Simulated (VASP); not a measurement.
# W (Fm-3m) in VASP: further runs

W is run at these levels: PBEsol; tasks: single point.

Everything below comes from runs of VASP 6.6.1. Logs are shortened: lines on timing, memory, paths and dates and some standing lists are left out, and cuts for length are marked.

### 1 The cell of the first run

Symmetry: Fm-3m, No. 225, cubic system. Conventional cell: a = 4.060 Å, b = 4.060 Å, c = 4.060 Å, α = 90.00°, β = 90.00°, γ = 90.00°. W (site symmetry m-3m) has 12 W at 2.87 Å within 3.8 Å.

This isn't the form of W at room conditions, which is bcc.

### 2 Single point, PBEsol

Contents of INCAR:

```
SYSTEM = W
PREC = Accurate ; ENCUT = 520
EDIFF = 1E-7 ; ISMEAR = -1
SIGMA = 0.05 ; LREAL = .FALSE.
LASPH = .TRUE. ; NELM = 80
ALGO = Normal ; ISIF = 2
LWAVE = .FALSE. ; LCHARG = .FALSE.
GGA = PS ; NBANDS = 13
```

Contents of KPOINTS:

```
regular mesh
0
G
  12 12 12
  0 0 0
```

Contents of POSCAR:

```
W
1.0
    0.0000000000      2.0300000000      2.0300000000
    2.0300000000      0.0000000000      2.0300000000
    2.0300000000      2.0300000000      0.0000000000
W
1
Direct
    0.0000000000      0.0000000000      0.0000000000
```

Potentials or basis: VASP PAW PBE potentials, release 64 (W_sv).

Started as:

```bash
$ cat potpaw_PBE.64/W_sv/POTCAR > POTCAR
$ mpirun -np 1 vasp_std > vasp.out
```

OUTCAR:

```text
SYSTEM = W
   PREC = Accurate
   ENCUT = 520
   EDIFF = 1E-7
   ISMEAR = -1
   LREAL = .FALSE.
   LASPH = .TRUE.
   NELM = 80
   ISIF = 2
   GGA = PS

 ion  position               nearest neighbor table
   1  0.000  0.000  0.000-

  LATTYP: Found a face centered cubic cell.
 ALAT       =     4.0600000000

  Lattice vectors:

 A1 = (   0.0000000000,   2.0300000000,   2.0300000000)
 A2 = (   2.0300000000,   0.0000000000,   2.0300000000)
 A3 = (   2.0300000000,   2.0300000000,   0.0000000000)

Analysis of symmetry for initial positions (statically):
=====================================================================
 Subroutine PRICEL returns:
 Original cell was already a primitive cell.

 Routine SETGRP: Setting up the symmetry group for a
 face centered cubic supercell.

 Subroutine GETGRP returns: Found 48 space group operations
 (whereof 48 operations were pure point group operations)
 out of a pool of 48 trial point group operations.

The static configuration has the point symmetry O_h .

Analysis of symmetry for dynamics (positions and initial velocities):
=====================================================================
 Subroutine PRICEL returns:
 Original cell was already a primitive cell.

 Routine SETGRP: Setting up the symmetry group for a
 face centered cubic supercell.

 Subroutine GETGRP returns: Found 48 space group operations
 (whereof 48 operations were pure point group operations)
 out of a pool of 48 trial point group operations.

The dynamic configuration has the point symmetry O_h .

 Subroutine INISYM returns: Found 48 space group operations
 (whereof 48 operations are pure point group operations),
 and found     1 'primitive' translations

----------------------------------------------------------------------------------------

                                     Primitive cell

  volume of cell :      16.7309

  direct lattice vectors                    reciprocal lattice vectors
     0.000000000  2.030000000  2.030000000    -0.246305419  0.246305419  0.246305419
     2.030000000  0.000000000  2.030000000     0.246305419 -0.246305419  0.246305419
     2.030000000  2.030000000  0.000000000     0.246305419  0.246305419 -0.246305419

  length of vectors
     2.870853532  2.870853532  2.870853532     0.426613499  0.426613499  0.426613499

  position of ions in fractional coordinates (direct lattice)
     0.000000000  0.000000000  0.000000000

  ion indices of the primitive-cell ions
[... 80 lines left out ...]
   ISIF   =      2    stress and relaxation
   ISYM   =      2    0-nonsym 1-usesym 2-fastsym
   POTIM  = 0.5000    time-step for ionic-motion
   TEBEG  =    0.0;   TEEND  =   0.0 temperature during run
   PSTRESS=    0.0 pullay stress
   NELECT =      14.0000    total number of electrons
   NUPDOWN=      -1.0000    fix difference up-down
   EMIN   =  10.00;   EMAX   =-10.00  energy-range for DOS
   EFERMI =   0.00;   METHOD = LEGACY
   ISMEAR =    -1;   SIGMA  =   0.05  broadening in eV -4-tet -1-fermi 0-gaus
   EFERMI_NEDOS =   21; number of points for ismear=-14 and -15
   IALGO  =     38    algorithm
   IMIX   =      4    mixing-type and parameters
     AMIX     =   0.40;   BMIX     =  1.00
     AMIX_MAG =   1.60;   BMIX_MAG =  1.00
  volume/ion in A,a.u.               =      16.73       112.91
  Fermi-wavevector in a.u.,A,eV,Ry     =   1.542688  2.915258 32.380324  2.379887
  Thomas-Fermi vector in A             =   2.648457
   LORBIT       =      0    0 simple, 1 ext, 2 COOP (PROOUT), +10 PAW based schemes
   GGA     = PS    functional components
   LHFCALC =     F    Hartree Fock is set to
   AEXX    =    0.0000 exact exchange contribution
   IVDW    =     0    specifies the selected vdW correction
   LEPSILON=     F    determine dielectric tensor
   LRPA    =     F    only Hartree local field effects (RPA)
 non-spin polarized calculation
  energy-cutoff  :      520.00
  volume of cell :       16.73
 maximum number of plane-waves:       464
 NGX is ok and might be reduce to    24
   NGX = 11   NGY = 11   NGZ = 11

 number of electron      14.0000002 magnetization

 Free energy of the ion-electron system (eV)
  ---------------------------------------------------
  ext. energy  EPLUGINS =         0.00000000
  ---------------------------------------------------
  free energy    TOTEN  =       -13.28589576 eV

  energy without entropy =      -13.27333930  energy(sigma->0) =      -13.27961753

 E-fermi :  10.0814     XC(G=0): -13.4474

 val. band max:       10.0564274451   @ k =   0.1667   0.0833   0.0000
 cond. band min:      10.0834930293   @ k =  -0.2500   0.0833   0.0000
 fundamental gap:      0.0270655843
 Fermi energy:        10.0813934417

 k-point     1 :       0.0000    0.0000    0.0000
  band No.  band energies     occupation
      1     -63.6013      2.00000
      2     -27.2521      2.00000
      3     -27.2521      2.00000
      4     -27.2521      2.00000
      5       1.1510      2.00000
      6       9.5221      1.99997
      7       9.5221      1.99997
      8       9.5221      1.99997
      9      12.5541      0.00000
     10      12.5541      0.00000
     11      22.8568      0.00000
     12      27.9433      0.00000
     13      27.9433      0.00000
[... 354 lines left out ...]
  band No.  band energies     occupation
      1     -63.4939      2.00000
      2     -28.2326      2.00000
      3     -27.5975      2.00000
      4     -27.4377      2.00000
      5       5.5330      2.00000
      6       8.1525      2.00000
      7       9.5999      1.99987
      8      10.1599      0.34448
      9      14.3944      0.00000
     10      16.7118      0.00000
     11      19.6400      0.00000
     12      24.6970      0.00000
     13      27.3969      0.00000

 [... further k-points ...]

------------------------ aborting loop because EDIFF is reached ----------------------------------------

  FORCE on cell =-STRESS in cart. coord.  units (eV):
  Direction    XX          YY          ZZ          XY          YZ          ZX
  --------------------------------------------------------------------------------------
  -------------------------------------------------------------------------------------
  Total       -1.3150013     -1.3150013     -1.3150013      0.0000000     -0.0000000      0.0000000
  in kB     -125.9269379   -125.9269379   -125.9269379      0.0000000     -0.0000000      0.0000000
  external PRESSURE =    -125.9269379 kB  Pullay stress =       0.0000000 kB

 VOLUME and BASIS-vectors are now :
 -----------------------------------------------------------------------------
  energy-cutoff  :      520.00
  volume of cell :       16.73
      direct lattice vectors                 reciprocal lattice vectors
     0.000000000  2.030000000  2.030000000    -0.246305419  0.246305419  0.246305419
     2.030000000  0.000000000  2.030000000     0.246305419 -0.246305419  0.246305419
     2.030000000  2.030000000  0.000000000     0.246305419  0.246305419 -0.246305419

 POSITION                                       TOTAL-FORCE (eV/Angst)
 -----------------------------------------------------------------------------------
      0.00000      0.00000      0.00000         0.000000      0.000000      0.000000
 -----------------------------------------------------------------------------------
    total drift:                               -0.000000      0.000000      0.000000

  FREE ENERGIE OF THE ION-ELECTRON SYSTEM (eV)
  ---------------------------------------------------
  free  energy   TOTEN  =       -13.2858957572 eV

  energy  without entropy=      -13.2733393024  energy(sigma->0) =      -13.27961753
```

Wall time 14 s (1 thread of AMD EPYC 7R13 (Zen 3), shared host); peak memory 0.12 GiB.

Results:

```
Free energy            : -13.2859 eV
Pressure               : -12.6 GPa
Band gap on the k mesh : zero (bands 7 and 8 overlap by 3.49 eV)
```

Caveat: the cell stands under tension; the PAW data sets were made with another functional, which shifts forces and pressure a little; spin-orbit coupling is left out, which moves the levels of the heavy elements.

### 3 Single point, PBEsol

This run uses another cell than the first one, of 17.15 Å³/atom.

Contents of INCAR:

```
SYSTEM = W
PREC = Accurate
ENCUT = 520
EDIFF = 1E-7
ISMEAR = -1
SIGMA = 0.05
LREAL = .False.
LASPH = .True.
NELM = 100
ALGO = Normal
ISIF = 2
LWAVE = .False.
LCHARG = .False.
GGA = PS
NBANDS = 13
```

Contents of KPOINTS:

```
Automatic mesh
0
Gamma
  12 12 12
  0 0 0
```

Contents of POSCAR:

```
W
1.0
    0.0000000000      2.0467776203      2.0467776203
    2.0467776203      0.0000000000      2.0467776203
    2.0467776203      2.0467776203      0.0000000000
W
1
Direct
    0.0000000000      0.0000000000      0.0000000000
```

Potentials or basis: VASP PAW PBE potentials, release 64 (W_sv).

Started as:

```bash
$ cat potpaw_PBE.64/W_sv/POTCAR > POTCAR
$ mpirun -np 1 vasp_std > vasp.out
```

It took 14 s on 1 thread of AMD EPYC 7R13 (Zen 3), shared host; peak memory 0.12 GiB.

It converged, with:

```yaml
Free_energy: -13.2454 eV
Pressure: -18.4 GPa
Band_gap_on_the_k_mesh: zero (bands 7 and 8 overlap by 3.34 eV)
```

Levels at points of the mesh, in eV from the Fermi level:
```tsv
k point	band 3	band 4	band 5	band 6	band 7	band 8	band 9	band 10	band 11	band 12
(0.00, 0.00, 0.00)	-37.42	-37.42	-8.81	-0.54	-0.54	-0.54	2.39	2.39	12.74	17.70
(0.50, 0.00, 0.00)	-37.55	-37.55	-5.41	-0.75	-0.75	0.50	4.72	4.72	9.60	12.35
(0.50, 0.50, 0.00)	-37.78	-37.78	-5.23	-4.28	2.80	4.68	5.41	5.41	11.34	11.34
```

Caveat: the cell stands under tension; the PAW data sets were made with another functional, which shifts forces and pressure a little; spin-orbit coupling is left out, which moves the levels of the heavy elements.
